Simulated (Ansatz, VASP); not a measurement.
Ga3Se in VASP and in Ansatz

```xyz
4
Lattice="4.2249 0.0000 0.0000 0.0000 4.2249 0.0000 0.0000 0.0000 4.2249" Properties=species:S:1:pos:R:3 pbc="T T T"
Ga    0.0000    2.1125    2.1125
Ga    2.1125    0.0000    2.1125
Ga    2.1125    2.1125    0.0000
Se    0.0750    0.0000    0.0000
```

Change from the starting cell: all Se atoms moved +0.075 Å, as atom 4 along Cartesian [1 0 0].

Alike in both runs: task single point; functional PBEsol; dispersion D3(BJ); k mesh 12 × 12 × 12; occupations gaussian, width 0.15 eV; no spin polarisation.

```csv
,VASP,Ansatz
version,VASP 6.6.1,Ansatz 0.2.0
potentials or method,"VASP PAW PBE potentials, release 64 (Ga_d, Se), cutoff 520 eV","scalar-relativistic, plane waves, PAW"
valence electrons in the cell,45,55
```

|  | VASP | Ansatz | Ansatz less VASP |
| --- | --- | --- | --- |
| gap on the k mesh at the Fermi level (eV) | none | none | - |
| pressure (GPa) | 0.2 | 0.1 | -0.11 |
| traceless stress, the component that is largest in VASP (GPa) | -0.05 | -0.05 | 0.000 |
| rms of the force components (eV/Å) | 0.052 | 0.051 | -0.0010 |

VASP's potentials were made for PBE, not for PBEsol. Atom by atom the forces differ by 0.001 eV/Å (rms over components). A gap of «none» marks a metal or a gap that the smearing closes. VASP's potentials hold 45 valence electrons a cell and Ansatz's 55, so a difference there can come from the potentials and not from the codes.
